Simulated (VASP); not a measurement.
Input of a VASP 6.6.1 run:

The input POSCAR:

```
AlGa3P4
1.0
    3.8623011276      0.0000000000      0.0000000000
    0.0000000000      3.8602667611      5.4550963311
    0.0000000000     -3.8602667611      5.4550963311
Al Ga P
1 3 4
Direct
    0.0000000000      0.0002908353      0.0002908353
    0.5000000000      0.0001822130      0.4998444587
    0.5000000000      0.4998444587      0.0001822130
    0.0000000000      0.4998093644      0.4998093644
    0.5000000000      0.1249603748      0.1249603748
    0.0000000000      0.1248942269      0.6250830407
    0.0000000000      0.6250830407      0.1248942269
    0.5000000000      0.6249354864      0.6249354864
```

INCAR.step1

```
SYSTEM = AlGa3P4
PREC = Accurate
ENCUT = 520
ISMEAR = 0
SIGMA = 0.01
LREAL = .FALSE.
LASPH = .TRUE.
NELM = 80
NBANDS = 41
GGA = PE
ALGO = Normal
EDIFF = 1E-4
LWAVE = .TRUE.
LCHARG = .FALSE.
```

Contents of INCAR.step2:

```
SYSTEM = AlGa3P4
PREC = Accurate
ENCUT = 520
EDIFF = 1E-6
ISMEAR = 0
SIGMA = 0.01
LREAL = .FALSE.
LASPH = .TRUE.
NELM = 80
ALGO = Normal
ISIF = 2
LWAVE = .FALSE.
LCHARG = .FALSE.
METAGGA = R2SCAN
LMIXTAU = .TRUE.
NBANDS = 41
ISTART = 1
```

File KPOINTS:

```
regular mesh
0
G
  6 4 4
  0 0 0
```

Potentials or basis: VASP PAW PBE potentials, release 64 (Al, Ga_d, P).

Launch:

```sh
$ cat potpaw_PBE.64/Al/POTCAR potpaw_PBE.64/Ga_d/POTCAR potpaw_PBE.64/P/POTCAR > POTCAR
$ cp INCAR.step1 INCAR
$ mpirun -np 1 vasp_std > vasp.out
$ cp INCAR.step2 INCAR
$ mpirun -np 1 vasp_std > vasp.out
```

(1) Predict the band gap on the k mesh.

(2) What does it give for the largest force?

(3) What does it give for the pressure?

## Answers

(1) 1.88 eV, indirect (least direct gap 1.92 eV).

(2) 0.025 eV/Å.

(3) -0.1 GPa.

Caveat: the PAW data sets were made with another functional, which shifts forces and pressure a little.
